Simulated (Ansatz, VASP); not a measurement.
**Te2Mo: VASP beside Ansatz**

File INCAR:

```
  PREC = Accurate
  ENCUT = 600
  EDIFF = 1E-6
  ISMEAR = 0
  SIGMA = 0.02
  LREAL = F
  LASPH = T
  NELM = 100
  ALGO = Normal
  ISIF = 3
  LWAVE = F
  LCHARG = F
  GGA = PE
  IBRION = 2
  NSW = 100
  EDIFFG = -0.005
```

Contents of KPOINTS:

```
regular mesh
0
Gamma
  12 12 2
```

The input POSCAR:

```
Te2Mo
1.0
    3.5570665033      0.0000000000      0.0000000000
   -1.7785332516      3.0805099548      0.0000000000
    0.0000000000      0.0000000000     15.2047167558
Te Mo
4 2
Direct
    0.3333333333      0.6666666667      0.6310943400
    0.6666666667      0.3333333333      0.1310943400
    0.3333333333      0.6666666667      0.8689056600
    0.6666666667      0.3333333333      0.3689056600
    0.3333333333      0.6666666667      0.2500000000
    0.6666666667      0.3333333333      0.7500000000
```

Input for Ansatz:

```yaml
crystal:
  lattice:
    - [3.5570664331, 0.0, 0.0]
    - [-1.7785332165, 3.080509894, 0.0]
    - [0.0, 0.0, 15.204718658]
  atoms:
    - { symbol: Te, position: [0.3333333333, 0.6666666667, 0.6310943552] }
    - { symbol: Te, position: [0.6666666667, 0.3333333333, 0.1310943552] }
    - { symbol: Te, position: [0.3333333333, 0.6666666667, 0.8689056448] }
    - { symbol: Te, position: [0.6666666667, 0.3333333333, 0.3689056448] }
    - { symbol: Mo, position: [0.3333333333, 0.6666666667, 0.25] }
    - { symbol: Mo, position: [0.6666666667, 0.3333333333, 0.75] }
basis:
  ecutwfc: 420
kpoints:
  mp_grid: { grid: [12, 12, 2] }
hamiltonian:
  xc: pbe
scf:
  occupations: { method: gaussian, width: 0.02 }
output:
  forces: true
  stress: true
  eigenvalues: true
  write_density: true
  write_potential: true
  elf: true
  volumetric_format: npy
relax:
  adjacent_minimum: "off"
  f_tol: 0.005
  max_steps: 80
  cell: { stress_tol: 0.05 }
```

Alike in both runs: task relaxation of cell and atoms; functional PBE; k mesh 12 × 12 × 2; occupations gaussian, width 0.02 eV; no spin polarisation.

|  | VASP | Ansatz |
| --- | --- | --- |
| version | VASP 6.6.1 | Ansatz 0.2.0 |
| potentials or method | VASP PAW PBE potentials, release 64 (Te, Mo_sv), cutoff 600 eV | scalar-relativistic, plane waves, PAW |
| valence electrons in the cell | 52 | 92 |

Ansatz gave:

| Item | Value |
| --- | --- |
| gap on the k mesh at the Fermi level, each at its own relaxed structure (eV) | 1.00 |
| relaxed volume (Å³/atom) | 27.77 |
| relaxed cell length with the largest relative difference (Å) | 15.205 |

Q: What did VASP give for the same quantities?

A: gap on the k mesh at the Fermi level, each at its own relaxed structure (eV): 1.00; relaxed volume (Å³/atom): 27.76; relaxed cell length with the largest relative difference (Å): 15.213.

VASP's potentials hold 52 valence electrons a cell and Ansatz's 92, so a difference there can come from the potentials and not from the codes.

Neither program's run includes spin-orbit coupling.
